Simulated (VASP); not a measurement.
Set up this calculation in VASP 6.6.1, as the native input.

| Property | Result |
| --- | --- |
| Task | single point |
| Functional | r2SCAN |
| Potentials or basis | VASP PAW PBE potentials, release 64 (Li_sv, O) |
| Cutoff | 830 eV |
| k mesh | 4 × 4 × 4 |
| Occupations | gaussian, width 0.01 eV |
| Spin | no spin polarisation |
| Dipole correction | no |
| Further INCAR settings | ALGO = Normal; EDIFF = 1e-06; NBANDS = 13 |

Li2O:

```
Li O
1.0
     0.00000    2.28637    2.28637
     2.28637    0.00000    2.28637
     2.28637    2.28637    0.00000
Li O
2 1
Direct
  0.25000 0.25000 0.25000
  0.75000 0.75000 0.75000
  0.00000 0.00000 0.00000
```

One way to write it, as run:

POSCAR

```
Li2O
1.0
    0.0000000000      2.2863690217      2.2863690217
    2.2863690217      0.0000000000      2.2863690217
    2.2863690217      2.2863690217      0.0000000000
Li O
2 1
Direct
    0.2500000000      0.2500000000      0.2500000000
    0.7500000000      0.7500000000      0.7500000000
    0.0000000000      0.0000000000      0.0000000000
```

INCAR.step1

```
SYSTEM = Li2O
PREC = Accurate ; ENCUT = 830
ISMEAR = 0 ; SIGMA = 0.01
LREAL = .FALSE. ; LASPH = .TRUE.
NELM = 120 ; NBANDS = 13
GGA = PE ; ALGO = Normal
EDIFF = 1E-5 ; LWAVE = .TRUE.
LCHARG = .FALSE. ; GGA_COMPAT = .FALSE.
```

INCAR.step2

```
SYSTEM = Li2O
PREC = Accurate ; ENCUT = 830
EDIFF = 1E-6 ; ISMEAR = 0
SIGMA = 0.01 ; LREAL = .FALSE.
LASPH = .TRUE. ; NELM = 120
ALGO = Normal ; ISIF = 2
LWAVE = .FALSE. ; LCHARG = .FALSE.
METAGGA = R2SCAN ; LMIXTAU = .TRUE.
NBANDS = 13 ; ISTART = 1
GGA_COMPAT = .FALSE.
```

KPOINTS

```
Automatic mesh
0
G
  4 4 4
  0 0 0
```

Potentials or basis: VASP PAW PBE potentials, release 64 (Li_sv, O).

Run with:

```console
$ cat potpaw_PBE.64/Li_sv/POTCAR potpaw_PBE.64/O/POTCAR > POTCAR
$ cp INCAR.step1 INCAR
$ mpirun -np 1 vasp_std > vasp.out
$ cp INCAR.step2 INCAR
$ mpirun -np 1 vasp_std > vasp.out
```

It gave:

| Item | Value |
| --- | --- |
| Pressure | 0.2 GPa |
| Band gap on the k mesh | 5.73 eV, indirect (least direct gap 6.34 eV) |

Caveat: the k points lie up to 0.59 Å⁻¹ apart; the PAW data sets were made with another functional, which shifts forces and pressure a little.

It took 49 s on 1 thread of Intel Xeon 8259CL, with other jobs on the host, peak memory 0.17 GiB.
